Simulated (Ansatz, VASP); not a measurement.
# CdI2: VASP beside Ansatz

```
Cd I
1.0
     4.24871    0.00000    0.00000
    -2.12435    3.67949    0.00000
     0.00000    0.00000    6.88364
Cd I
1 2
Direct
  0.00000 0.00000 0.00000
  0.33333 0.66667 0.24956
  0.66667 0.33333 0.75044
```

Alike in both runs: task single point; functional HSE06; k mesh 6 × 6 × 4; no spin polarisation.

```csv
,VASP,Ansatz
version,VASP 6.6.1,Ansatz 0.2.0
potentials or method,"VASP PAW PBE potentials, release 64 (Cd, I)","plane waves, PAW"
plane-wave cutoff (eV),400,420
occupations,"gaussian, width 0.01 eV",fixed
valence electrons in the cell,26,54
```

```tsv
	VASP	Ansatz	Ansatz less VASP
gap on the k mesh at the Fermi level (eV)	3.34	3.34	+0.001
pressure (GPa)	0.6	0.8	+0.17
traceless stress, the component that is largest in VASP (GPa)	-0.05	-0.04	+0.009
rms of the force components (eV/Å)	0.029	0.036	+0.0071
```

Atom by atom the forces differ by 0.007 eV/Å (rms over components). VASP's potentials hold 26 valence electrons a cell and Ansatz's 54, so a difference there can come from the potentials and not from the codes. Ansatz's warnings: stress exchange threshold loose, stress scf threshold loose.

Neither program's run includes spin-orbit coupling.
